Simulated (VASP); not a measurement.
Here is a VASP 6.6.1 calculation.

File INCAR:

```
SYSTEM = Cs
ALGO = Normal ; EDIFF = 1E-7
ENCUT = 520 ; GGA = PS
ISIF = 2 ; ISMEAR = -1
LASPH = .True. ; LCHARG = .False.
LREAL = .False. ; LWAVE = .False.
NBANDS = 10 ; NELM = 80
PREC = Accurate ; SIGMA = 0.05
```

Contents of KPOINTS:

```
k-points
0
Gamma
  10 10 10
  0 0 0
```

File POSCAR:

```
Cs
1.0
   -2.7116020169      2.7116020169      2.7116020169
    2.7116020169     -2.7116020169      2.7116020169
    2.7116020169      2.7116020169     -2.7116020169
Cs
1
Direct
    0.0000000000      0.0000000000      0.0000000000
```

Potentials or basis: VASP PAW PBE potentials, release 64 (Cs_sv).

Run with:

```console
$ cat potpaw_PBE.64/Cs_sv/POTCAR > POTCAR
$ mpirun -np 1 vasp_std > vasp.out
```

(1) Predict the pressure.

Answers

(1) 1.0 GPa.

Caveat: the PAW data sets were made with another functional, which shifts forces and pressure a little.
